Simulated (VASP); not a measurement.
Wanted: the native input for a VASP 6.6.1 run.

```
Task                               : single point
Functional                         : r2SCAN0
Potentials or basis                : VASP PAW PBE potentials, release 64 (Os)
Cutoff                             : 520 eV
k mesh                             : 6 × 6 × 3
Occupations                        : fermi-dirac, width 0.05 eV
Spin                               : no spin polarisation
Dipole correction                  : no
Grid for exact exchange (PRECFOCK) : Normal
Further INCAR settings             : ALGO = Normal; EDIFF = 1e-06; NBANDS = 15
Share of exact exchange            : 0.25
```

Os:

```xyz
2
Lattice="2.6971 0.0000 0.0000 -1.3486 2.3358 0.0000 0.0000 0.0000 4.2613" Properties=species:S:1:pos:R:3 pbc="T T T"
Os    1.3486    0.7786    3.1960
Os    0.0000    1.5572    1.0653
```

One way to write it, as run:

POSCAR

```
Os
1.0
    2.6971481730      0.0000000000      0.0000000000
   -1.3485740865      2.3357988356      0.0000000000
    0.0000000000      0.0000000000      4.2613185190
Os
2
Direct
    0.6666666667      0.3333333333      0.7500000000
    0.3333333333      0.6666666667      0.2500000000
```

INCAR.step1

```
PREC = Accurate
ENCUT = 520
EDIFF = 1E-5
ISMEAR = -1
SIGMA = 0.05
LREAL = F
LASPH = T
NELM = 100
ALGO = Normal
ISIF = 2
LWAVE = T
LCHARG = F
NBANDS = 15
GGA = PE
```

INCAR.step2

```
PREC = Accurate
ENCUT = 520
EDIFF = 1E-6
ISMEAR = -1
SIGMA = 0.05
LREAL = F
LASPH = T
NELM = 100
ALGO = Normal
ISIF = 2
LWAVE = F
LCHARG = F
METAGGA = R2SCAN
LHFCALC = T
AEXX = 0.25
LMIXTAU = T
PRECFOCK = Normal
NBANDS = 15
ISTART = 1
```

KPOINTS

```
Automatic mesh
0
Gamma
  6 6 3
```

Potentials or basis: VASP PAW PBE potentials, release 64 (Os).

Launch:

```bash
$ cat potpaw_PBE.64/Os/POTCAR > POTCAR
$ cp INCAR.step1 INCAR
$ mpirun -np 1 vasp_std > vasp.out
$ cp INCAR.step2 INCAR
$ mpirun -np 1 vasp_std > vasp.out
```

Results of the run:

```json
{"Pressure": "11.6 GPa", "Band gap on the k mesh": "zero (bands 8 and 9 overlap by 5.60 eV)"}
```

Caveat: the k points lie up to 0.49 Å⁻¹ apart, too coarse for converged energies and pressures of a metal; the PAW data sets were made with another functional, which shifts forces and pressure a little; spin-orbit coupling is left out, which moves the levels of the heavy elements.

Run time: 31 min on 1 thread of AMD EPYC 7R13, on a shared host, peak memory 0.17 GiB.
